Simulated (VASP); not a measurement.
**Cu2Pt: single point with PBE**

Crystal: Cu2Pt.

```xyz
6
Lattice="0.0000 3.3946 3.3946 3.3946 0.0000 3.3946 3.3946 3.3946 0.0000" Properties=species:S:1:pos:R:3 pbc="T T T"
Cu    4.2433    4.2433    4.2433
Cu    4.2433    2.5460    2.5460
Cu    2.5460    2.5460    4.2433
Cu    2.5460    4.2433    2.5460
Pt    0.0000    0.0000    0.0000
Pt    1.6973    1.6973    1.6973
```

| Quantity | Value |
| --- | --- |
| Program | VASP 6.6.1 |
| Task | single point |
| Functional | PBE |
| Potentials or basis | VASP PAW PBE potentials, release 64 (Cu, Pt) |
| Cutoff | 520 eV |
| k mesh | 4 × 4 × 4 |
| Occupations | gaussian, width 0.1 eV |
| Spin | no spin polarisation |
| Dipole correction | no |
| Further INCAR settings | ALGO = Normal; EDIFF = 1e-07; NBANDS = 41 |

- Pressure: 0.3 GPa
- Band gap on the k mesh: zero (band 32 reaches 9.14 eV, above the bottom of band 33 at 8.09 eV)

Levels at points of the mesh, in eV from the Fermi level:
```tsv
k point	band 28	band 29	band 30	band 31	band 32	band 33	band 34	band 35	band 36	band 37
(0.00, 0.00, 0.00)	-1.28	-1.28	-0.74	-0.74	-0.27	3.85	3.85	3.85	4.16	6.00
(0.50, 0.00, 0.00)	-1.33	-1.33	-1.28	-0.66	-0.66	0.94	2.26	2.26	4.55	5.29
(0.50, 0.50, 0.00)	-1.32	-0.91	-0.91	-0.82	-0.82	0.14	0.14	1.95	1.95	9.48
```

It took 23 s on 1 thread of Intel(R) Xeon(R) 6975P-C (Granite Rapids) (shared host), peak memory 0.2 GiB.

Caveat: the k points lie up to 0.40 Å⁻¹ apart; spin-orbit coupling is left out, which moves the levels of the heavy elements.
